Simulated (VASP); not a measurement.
# PCS4 (F-43m) in VASP: notebook

PCS4 is run at these levels: PBE+D3(BJ); tasks: relaxation of cell and atoms.

Program: VASP 6.6.1. These are calculated values, not measurements. Logs are shortened: lines on timing, memory, paths and dates and some standing lists are left out, and cuts for length are marked.

## (1) The cell of the first run

The structure is cubic, space group F-43m (No. 216). The conventional cell has a = 8.059 Å, b = 8.059 Å, c = 8.059 Å, α = 90.00°, β = 90.00°, γ = 90.00°. Within 4.4 Å of P (site symmetry -43m) lie 12 S at 3.34 Å and 4 C at 3.49 Å. C (site symmetry -43m) has 4 S at 1.76 Å within 2.3 Å. Within 2.3 Å of S (site symmetry 3m) lie 1 C at 1.76 Å.

The cell was built from a structure type or drawn by symmetry, and may not be a known phase.

## (2) Relaxation of cell and atoms, PBE+D3(BJ)

File INCAR:

```
SYSTEM = PCS4
ALGO = Normal ; EDIFF = 1E-6
EDIFFG = -0.01 ; ENCUT = 600
GGA = PE ; IBRION = 2
ISIF = 3 ; ISMEAR = 0
IVDW = 12 ; LASPH = .TRUE.
LCHARG = .FALSE. ; LREAL = .FALSE.
LWAVE = .FALSE. ; NELM = 100
NSW = 100 ; PREC = Accurate
SIGMA = 0.1
```

File KPOINTS:

```
k-points
0
G
  8 8 8
  0 0 0
```

File POSCAR:

```
PCS4
1.0
    0.0000000000      4.0297204452      4.0297204452
    4.0297204452      0.0000000000      4.0297204452
    4.0297204452      4.0297204452      0.0000000000
P C S
1 1 4
Direct
    0.7500000000      0.7500000000      0.7500000000
    0.0000000000      0.0000000000      0.0000000000
    0.1258205330      0.6225384009      0.1258205330
    0.1258205330      0.1258205330      0.1258205330
    0.6225384009      0.1258205330      0.1258205330
    0.1258205330      0.1258205330      0.6225384009
```

Potentials or basis: VASP PAW PBE potentials, release 64 (P, C, S).

On the command line:

```sh
> cat potpaw_PBE.64/P/POTCAR potpaw_PBE.64/C/POTCAR potpaw_PBE.64/S/POTCAR > POTCAR
> mpirun -np 1 vasp_std > vasp.out
```

OUTCAR:

```text
SYSTEM = PCS4
   EDIFF = 1E-6
   EDIFFG = -0.01
   ENCUT = 600
   GGA = PE
   IBRION = 2
   ISIF = 3
   ISMEAR = 0
   IVDW = 12
   LASPH = .TRUE.
   LREAL = .FALSE.
   NELM = 100
   NSW = 100
   PREC = Accurate
 IVDW          = 12

 ion  position               nearest neighbor table
   1  0.750  0.750  0.750-
   2  0.000  0.000  0.000-   4 1.76   3 1.76   5 1.76   6 1.76
   3  0.126  0.623  0.126-   2 1.76
   4  0.126  0.126  0.126-   2 1.76
   5  0.623  0.126  0.126-   2 1.76
   6  0.126  0.126  0.623-   2 1.76

  LATTYP: Found a face centered cubic cell.
 ALAT       =     8.0594408904

  Lattice vectors:

 A1 = (   0.0000000000,   4.0297204452,   4.0297204452)
 A2 = (   4.0297204452,   0.0000000000,   4.0297204452)
 A3 = (   4.0297204452,   4.0297204452,   0.0000000000)

Analysis of symmetry for initial positions (statically):
=====================================================================
 Subroutine PRICEL returns:
 Original cell was already a primitive cell.

 Routine SETGRP: Setting up the symmetry group for a
 face centered cubic supercell.

 Subroutine GETGRP returns: Found 24 space group operations
 (whereof 24 operations were pure point group operations)
 out of a pool of 48 trial point group operations.

The static configuration has the point symmetry T_d .

Analysis of symmetry for dynamics (positions and initial velocities):
=====================================================================
 Subroutine PRICEL returns:
 Original cell was already a primitive cell.

 Routine SETGRP: Setting up the symmetry group for a
 face centered cubic supercell.

 Subroutine GETGRP returns: Found 24 space group operations
 (whereof 24 operations were pure point group operations)
 out of a pool of 48 trial point group operations.

The dynamic configuration has the point symmetry T_d .

 Subroutine INISYM returns: Found 24 space group operations
 (whereof 24 operations are pure point group operations),
 and found     1 'primitive' translations

----------------------------------------------------------------------------------------

                                     Primitive cell

  volume of cell :     130.8744

  direct lattice vectors                    reciprocal lattice vectors
     0.000000000  4.029720445  4.029720445    -0.124078086  0.124078086  0.124078086
     4.029720445  0.000000000  4.029720445     0.124078086 -0.124078086  0.124078086
     4.029720445  4.029720445  0.000000000     0.124078086  0.124078086 -0.124078086

  length of vectors
     5.698885306  5.698885306  5.698885306     0.214909549  0.214909549  0.214909549

  position of ions in fractional coordinates (direct lattice)
     0.750000000  0.750000000  0.750000000
     0.000000000  0.000000000  0.000000000
     0.125820533  0.622538401  0.125820533
     0.125820533  0.125820533  0.125820533
     0.622538401  0.125820533  0.125820533
     0.125820533  0.125820533  0.622538401

  ion indices of the primitive-cell ions
   primitive index   ion index
                 1           1
                 2           2
                 3           3
                 4           4
                 5           5
                 6           6

----------------------------------------------------------------------------------------

 KPOINTS: k-points

Automatic generation of k-mesh.
 Grid dimensions read from file:
 generate k-points for:    8    8    8

 Generating k-lattice:

  Cartesian coordinates                     Fractional coordinates (reciprocal lattice)
    -0.015509761  0.015509761  0.015509761     0.125000000  0.000000000  0.000000000
     0.015509761 -0.015509761  0.015509761     0.000000000  0.125000000  0.000000000
     0.015509761  0.015509761 -0.015509761     0.000000000  0.000000000  0.125000000

  Length of vectors
     0.026863694  0.026863694  0.026863694

  Shift w.r.t. Gamma in fractional coordinates (k-lattice)
     0.000000000  0.000000000  0.000000000

 Subroutine IBZKPT returns following result:
 ===========================================

 Found     29 irreducible k-points:

 Following reciprocal coordinates:
            Coordinates               Weight
  0.000000  0.000000  0.000000      1.000000
  0.125000  0.000000  0.000000      8.000000
  0.250000  0.000000  0.000000      8.000000
  0.375000  0.000000  0.000000      8.000000
  0.500000  0.000000  0.000000      4.000000
  0.125000  0.125000  0.000000      6.000000
[... 16 lines left out ...]
  0.500000  0.250000  0.125000     48.000000
 -0.375000  0.250000  0.125000     24.000000
 [... further k-points ...]
   k-points           NKPTS =     29   k-points in BZ     NKDIM =     29   number of bands    NBANDS=     20
   number of dos      NEDOS =    301   number of ions     NIONS =      6
   total plane-waves  NPLWV = 110592
   dimension x,y,z NGX =    48 NGY =   48 NGZ =   48
   dimension x,y,z NGXF=    96 NGYF=   96 NGZF=   96
   ions per type =               1   1   4
   NGX,Y,Z   is equivalent  to a cutoff of  14.00, 14.00, 14.00 a.u.
   NGXF,Y,Z  is equivalent  to a cutoff of  28.00, 28.00, 28.00 a.u.
 SYSTEM =  PCS4
   PREC   = accura    normal or accurate (medium, high low for compatibility)
   ISTART =      0    job   : 0-new  1-cont  2-samecut
   ICHARG =      2    charge: 1-file 2-atom 10-const
   ISPIN  =      1    spin polarized calculation?
   LNONCOLLINEAR =      F non collinear calculations
   LSORBIT =      F    spin-orbit coupling
   LASPH  =      T    aspherical Exc in radial PAW
   ENCUT  =  600.0 eV  44.10 Ry    6.64 a.u.  11.38 11.38 11.38*2*pi/ulx,y,z
   NELM   =    100;   NELMIN=  2; NELMDL= -5     # of ELM steps
   EDIFF  = 0.1E-05   stopping-criterion for ELM
   LREAL  =      F    real-space projection
   EDIFFG = -.1E-01   stopping-criterion for IOM
   NSW    =    100    number of steps for IOM
   IBRION =      2    ionic relax: 0-MD 1-quasi-New 2-CG
   NFREE  =      1    steps in history (QN), initial steepest desc. (CG)
   ISIF   =      3    stress and relaxation
   ISYM   =      2    0-nonsym 1-usesym 2-fastsym
   POTIM  = 0.5000    time-step for ionic-motion
   TEBEG  =    0.0;   TEEND  =   0.0 temperature during run
   PSTRESS=    0.0 pullay stress
   NELECT =      33.0000    total number of electrons
   NUPDOWN=      -1.0000    fix difference up-down
[... 6 lines left out ...]
     AMIX     =   0.40;   BMIX     =  1.00
     AMIX_MAG =   1.60;   BMIX_MAG =  1.00
  volume/ion in A,a.u.               =      21.81       147.20
  Fermi-wavevector in a.u.,A,eV,Ry     =   1.034256  1.954460 14.553944  1.069685
  Thomas-Fermi vector in A             =   2.168542
   LORBIT       =      0    0 simple, 1 ext, 2 COOP (PROOUT), +10 PAW based schemes
   GGA     = PE    functional components
   LHFCALC =     F    Hartree Fock is set to
   AEXX    =    0.0000 exact exchange contribution
   IVDW    =    12    specifies the selected vdW correction
   LEPSILON=     F    determine dielectric tensor
   LRPA    =     F    only Hartree local field effects (RPA)
 conjugate gradient relaxation of ions
 non-spin polarized calculation
 Gauss-broadening in eV      SIGMA  =   0.10
  energy-cutoff  :      600.00
  volume of cell :      130.87
 maximum number of plane-waves:      4398
 NGX is ok and might be reduce to    48
   NGX = 23   NGY = 23   NGZ = 23

--------------------------------------- Ionic step        1  -------------------------------------------

 number of electron      33.0000000 magnetization

 Free energy of the ion-electron system (eV)
  ---------------------------------------------------
  ext. energy  EPLUGINS =         0.00000000
  ---------------------------------------------------
  free energy    TOTEN  =       -23.48267192 eV

  energy without entropy =      -23.45426263  energy(sigma->0) =      -23.46846727

------------------------ aborting loop because EDIFF is reached ----------------------------------------

 Edisp (eV)   -1.39778

 E8    (eV) :    -0.4970

  FORCE on cell =-STRESS in cart. coord.  units (eV):
  Direction    XX          YY          ZZ          XY          YZ          ZX
  --------------------------------------------------------------------------------------
  -------------------------------------------------------------------------------------
  Total       0.06185     0.06185     0.06185     0.00000     0.00000    -0.00000
  in kB       0.75720     0.75720     0.75720     0.00000     0.00000    -0.00000
  external pressure =        0.76 kB  Pullay stress =        0.00 kB

 VOLUME and BASIS-vectors are now :
 -----------------------------------------------------------------------------
  energy-cutoff  :      600.00
  volume of cell :      130.87
      direct lattice vectors                 reciprocal lattice vectors
     0.000000000  4.029720445  4.029720445    -0.124078086  0.124078086  0.124078086
     4.029720445  0.000000000  4.029720445     0.124078086 -0.124078086  0.124078086
     4.029720445  4.029720445  0.000000000     0.124078086  0.124078086 -0.124078086
[... 89 lines left out ...]
 POSITION                                       TOTAL-FORCE (eV/Angst)
 -----------------------------------------------------------------------------------
      6.04698      6.04698      6.04698         0.000000      0.000000      0.000000
      0.00000      0.00000      0.00000         0.000000      0.000000      0.000000
      3.02052      1.01079      3.02052        -0.007919      0.007919     -0.007919
      1.01079      1.01079      1.01079         0.007919      0.007919      0.007919
      1.01079      3.02052      3.02052         0.007919     -0.007919     -0.007919
      3.02052      3.02052      1.01079        -0.007919     -0.007919      0.007919
 -----------------------------------------------------------------------------------
    total drift:                                0.000000      0.000000      0.000000

  FREE ENERGIE OF THE ION-ELECTRON SYSTEM (eV)
  ---------------------------------------------------
  free  energy   TOTEN  =       -24.8825782905 eV

  energy  without entropy=      -24.8540321858  energy(sigma->0) =      -24.86830524

--------------------------------------- Ionic step        4  -------------------------------------------

 number of electron      33.0000001 magnetization

 Free energy of the ion-electron system (eV)
  ---------------------------------------------------
  ext. energy  EPLUGINS =         0.00000000
  ---------------------------------------------------
  free energy    TOTEN  =       -23.49745970 eV

  energy without entropy =      -23.46844351  energy(sigma->0) =      -23.48295160

 E-fermi :   2.9603     XC(G=0):  -8.7259

 val. band max:        2.9375385141   @ k =   0.5000   0.3750   0.1250
 cond. band min:       2.9638431270   @ k =   0.5000   0.3750   0.0000
 fundamental gap:      0.0263046130
 Fermi energy:         2.9603228513

 k-point     1 :       0.0000    0.0000    0.0000
  band No.  band energies     occupation
      1     -14.6949      2.00000
      2      -9.8249      2.00000
      3      -9.8249      2.00000
      4      -9.8249      2.00000
      5      -7.5971      2.00000
      6      -5.9035      2.00000
[... 12 lines left out ...]
     19       3.7765      0.00000
     20       3.7765      0.00000
[... 507 lines left out ...]
 k-point    24 :      -0.3750    0.2500    0.1250
  band No.  band energies     occupation
      1     -14.4899      2.00000
      2     -10.9039      2.00000
      3      -9.9523      2.00000
      4      -9.9006      2.00000
      5      -6.3120      2.00000
      6      -5.3778      2.00000
[... 12 lines left out ...]
     19       3.6719      0.00000
     20       3.8423      0.00000

 [... further k-points ...]

------------------------ aborting loop because EDIFF is reached ----------------------------------------

 Edisp (eV)   -1.38624

 E8    (eV) :    -0.4931

  FORCE on cell =-STRESS in cart. coord.  units (eV):
  Direction    XX          YY          ZZ          XY          YZ          ZX
  --------------------------------------------------------------------------------------
  -------------------------------------------------------------------------------------
  Total       0.04238     0.04238     0.04238    -0.00000     0.00000     0.00000
  in kB       0.51459     0.51459     0.51459    -0.00000     0.00000     0.00000
  external pressure =        0.51 kB  Pullay stress =        0.00 kB

 VOLUME and BASIS-vectors are now :
 -----------------------------------------------------------------------------
  energy-cutoff  :      600.00
  volume of cell :      131.96
      direct lattice vectors                 reciprocal lattice vectors
     0.000000000  4.040842653  4.040842653    -0.123736568  0.123736568  0.123736568
     4.040842653 -0.000000000  4.040842653     0.123736568 -0.123736568  0.123736568
     4.040842653  4.040842653 -0.000000000     0.123736568  0.123736568 -0.123736568

 POSITION                                       TOTAL-FORCE (eV/Angst)
 -----------------------------------------------------------------------------------
      6.06126      6.06126      6.06126        -0.000000     -0.000000     -0.000000
      8.08169      8.08169      8.08169        -0.000000     -0.000000     -0.000000
      3.02894      1.01190      3.02894         0.001429     -0.001429      0.001429
      1.01190      1.01190      1.01190        -0.001429     -0.001429     -0.001429
      1.01190      3.02894      3.02894        -0.001429      0.001429      0.001429
      3.02894      3.02894      1.01190         0.001429      0.001429     -0.001429
 -----------------------------------------------------------------------------------
    total drift:                                0.000000      0.000000      0.000000

  FREE ENERGIE OF THE ION-ELECTRON SYSTEM (eV)
  ---------------------------------------------------
  free  energy   TOTEN  =       -24.8836972702 eV

  energy  without entropy=      -24.8546810820  energy(sigma->0) =      -24.86918918

 reached required accuracy - stopping structural energy minimisation
```

Wall time 2.2 min (1 thread of Intel Xeon 6975P-C (Granite Rapids), shared host); peak memory 0.39 GiB.

Results:

```
Free energy                           : -24.8837 eV
Relaxed volume                        : 21.99 Å³/atom
Relaxed cell                          : a = 5.715 Å, b = 5.715 Å, c = 5.715 Å, α = 60.00°, β = 60.00°, γ = 60.00°
Space group after relaxing (to 0.1 Å) : F-43m (No. 216)
Energy gained by relaxing             : 0.5 meV/atom
Ionic steps                           : 4
Pressure after relaxing               : 0.1 GPa
Band gap on the k mesh                : zero (an odd number of electrons rules out a gap without spin polarisation)
Dispersion energy per atom            : -0.231 eV
```

Forces in eV/Å, atoms in the order of the input:
```
P    0.000  0.000  0.000
C    0.000  0.000  0.000
S    0.001 -0.001  0.001
S   -0.001 -0.001 -0.001
S   -0.001  0.001  0.001
S    0.001  0.001 -0.001
```

The path:
```
step  energy change (eV)  largest force (eV/Å)  pressure (GPa)  volume (Å³)
   1              0.0000                0.1645            0.08       130.87
   2             -0.0020                0.0602            0.43       131.07
   3             -0.0021                0.0137            0.35       131.03
   4             -0.0032                0.0025            0.05       131.96
```

Final structure:
```
P C S
1.0
     0.00000    4.04084    4.04084
     4.04084    0.00000    4.04084
     4.04084    4.04084    0.00000
P C S
1 1 4
Direct
  0.75000 0.75000 0.75000
  0.00000 0.00000 0.00000
  0.12521 0.62437 0.12521
  0.12521 0.12521 0.12521
  0.62437 0.12521 0.12521
  0.12521 0.12521 0.62437
```

## (3) Relaxation of cell and atoms, PBE+D3(BJ), collinear spin

This run uses another cell than the first one, of 26.10 Å³/atom.

File INCAR:

```
SYSTEM = PCS4
PREC = Accurate
ENCUT = 600
EDIFF = 1E-6
ISMEAR = 0
SIGMA = 0.1
LREAL = .False.
LASPH = .True.
NELM = 150
ALGO = Normal
ISIF = 3
LWAVE = .False.
LCHARG = .False.
ISPIN = 2
MAGMOM = 0 1 0 0 0 0
LORBIT = 11
GGA = PE
IVDW = 12
IBRION = 2
NSW = 90
EDIFFG = -0.04
```

File KPOINTS:

```
Automatic mesh
0
Gamma
  4 4 4
  0 0 0
```

File POSCAR:

```
PCS4
1.0
    0.0000000000      4.2783002100      4.2783002100
    4.2783002100      0.0000000000      4.2783002100
    4.2783002100      4.2783002100      0.0000000000
P C S
1 1 4
Direct
    0.2500000000      0.2500000000      0.2500000000
    0.0000000000      0.0000000000      0.0000000000
    0.8288908600      0.8288908600      0.8288908600
    0.8288908600      0.8288908600      0.5133274300
    0.8288908600      0.5133274300      0.8288908600
    0.5133274300      0.8288908600      0.8288908600
```

Potentials or basis: VASP PAW PBE potentials, release 64 (P, C, S).

On the command line:

```sh
> cat potpaw_PBE.64/P/POTCAR potpaw_PBE.64/C/POTCAR potpaw_PBE.64/S/POTCAR > POTCAR
> mpirun -np 1 vasp_std > vasp.out
```

Run time: 15 min. Hardware: 1 thread of Intel Xeon 6975P-C (Granite Rapids), shared host; peak memory 0.44 GiB.

The run converged. Its results:

| Quantity | Value |
| --- | --- |
| Free energy | -24.9870 eV |
| Relaxed volume | 21.72 Å³/atom |
| Relaxed cell | a = 5.691 Å, b = 5.691 Å, c = 5.691 Å, α = 60.00°, β = 60.00°, γ = 60.00° |
| Space group after relaxing (to 0.1 Å) | F-43m (No. 216) |
| Energy gained by relaxing | 2032.7 meV/atom |
| Ionic steps | 26 |
| Pressure after relaxing | 0.1 GPa |
| Largest force after relaxing | 0.006 eV/Å |
| Net moment | 0.00 μB per cell |
| Valence electrons inside the program's atomic spheres | P 2.24; C 2.48; S 3.61 |
| Dispersion energy per atom | -0.234 eV |

Forces in eV/Å, atoms in the order of the input:
```
P    0.000  0.000  0.000
C    0.000  0.000  0.000
S    0.003  0.003  0.003
S   -0.003 -0.003  0.003
S   -0.003  0.003 -0.003
S    0.003 -0.003 -0.003
```

Step by step:
| step | energy change (eV) | largest force (eV/Å) | pressure (GPa) | volume (Å³) |
| --- | --- | --- | --- | --- |
| 1 | 0.0000 | 15.1053 | 16.14 | 156.62 |
| 2 | -8.6066 | 2.7562 | -8.52 | 224.11 |
| 3 | -9.0072 | 2.9099 | -7.50 | 229.85 |
| 4 | -9.7368 | 2.5263 | -5.84 | 241.62 |
| 5 | -10.4818 | 0.1182 | -0.76 | 266.37 |
| 6 | -10.4840 | 0.5314 | -1.78 | 262.04 |
| 7 | -10.5027 | 1.4402 | 1.09 | 242.05 |
| 8 | -10.5638 | 0.4511 | -0.38 | 250.97 |
| 9 | -10.6124 | 0.4663 | -0.41 | 243.84 |
| 10 | -10.7704 | 0.5570 | -0.45 | 223.26 |
| 11 | -11.1229 | 0.9128 | 0.03 | 185.64 |
| 12 | -11.9949 | 1.6884 | 5.74 | 123.57 |
| 13 | -11.9923 | 1.8927 | 3.06 | 132.63 |
| 14 | -12.0057 | 1.7684 | 5.07 | 125.55 |
| 15 | -12.0194 | 1.6373 | 5.13 | 124.79 |
| 16 | -12.0414 | 1.2427 | 5.38 | 122.51 |
| 17 | -12.0423 | 1.1302 | 5.47 | 121.87 |
| 18 | -12.0582 | 1.0715 | 5.14 | 122.33 |
| 19 | -12.1002 | 0.8984 | 4.19 | 123.73 |
| 20 | -12.1604 | 0.5708 | 2.44 | 126.55 |
| 21 | -12.1937 | 0.0192 | -0.55 | 132.31 |
| 22 | -12.1957 | 0.0842 | -0.05 | 131.23 |
| 23 | -12.1957 | 0.1026 | 0.05 | 131.04 |
| 24 | -12.1958 | 0.0916 | 0.04 | 130.97 |
| 25 | -12.1963 | 0.0591 | 0.06 | 130.76 |
| 26 | -12.1965 | 0.0059 | 0.07 | 130.33 |

Final structure:
```
P C S
1.0
     0.00000    4.02418    4.02418
     4.02418    0.00000    4.02418
     4.02418    4.02418    0.00000
P C S
1 1 4
Direct
  0.25000 0.25000 0.25000
  0.00000 0.00000 0.00000
  0.87424 0.87424 0.87424
  0.87424 0.87424 0.37728
  0.87424 0.37728 0.87424
  0.37728 0.87424 0.87424
```

Levels at points of the mesh, in eV from the Fermi level:
Spin up:
```csv
k point,band 12,band 13,band 14,band 15,band 16,band 17,band 18,band 19,band 20,band 21
"(0.00, 0.00, 0.00)",-1.26,-1.26,-1.26,0.28,0.28,0.28,0.88,0.88,0.88,1.81
"(0.50, 0.00, 0.00)",-2.68,-2.31,-2.31,-0.47,-0.14,-0.14,0.91,0.98,0.98,3.31
"(0.50, 0.50, 0.00)",-2.92,-2.18,-1.74,-1.51,-0.08,0.21,0.21,0.74,0.74,3.63
```
Spin down:
```
           k point  band 14  band 15  band 16  band 17  band 18  band 19
(0.00, 0.00, 0.00)    -1.26     0.28     0.28     0.28     0.88     0.88
(0.50, 0.00, 0.00)    -2.31    -0.47    -0.14    -0.14     0.91     0.98
(0.50, 0.50, 0.00)    -1.74    -1.51    -0.08     0.21     0.21     0.74
```

Caveat: the volume moved by over 15 % at a fixed basis, so the end points are rough.
